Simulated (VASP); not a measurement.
Crystal: MgS.

```
S Mg
1.0
     4.03462    0.00000    0.00000
    -2.01731    3.49409    0.00000
     0.00000    0.00000    6.43229
S Mg
2 2
Direct
  0.66667 0.33333 0.87924
  0.33333 0.66667 0.37924
  0.33333 0.66667 0.99575
  0.66667 0.33333 0.49575
```

Base run:

| Property | Result |
| --- | --- |
| Program | VASP 6.6.1 |
| Functional | PBEsol |
| Dispersion | D3(BJ) |
| Potentials or basis | VASP PAW PBE potentials, release 64 (S, Mg) |
| Cutoff | 520 eV |
| k mesh | 8 × 8 × 4 |
| Occupations | fermi-dirac, width 0.05 eV |
| Spin | no spin polarisation |

Its results: band gap on the k mesh 3.27 eV; pressure -2.1 GPa; largest force 0.045 eV/Å.

**Question.** The run is repeated on the same cell with these changes: functional from PBEsol to PBE. What comes out?

**Answer.** Band gap on the k mesh 3.43 eV; pressure -1.2 GPa; largest force 0.050 eV/Å.

PBE binds less tightly than PBEsol, so the same cell stands under more pressure.

Caveats: three body term missing; the PAW data sets were made with another functional, which shifts forces and pressure a little (at least some runs).

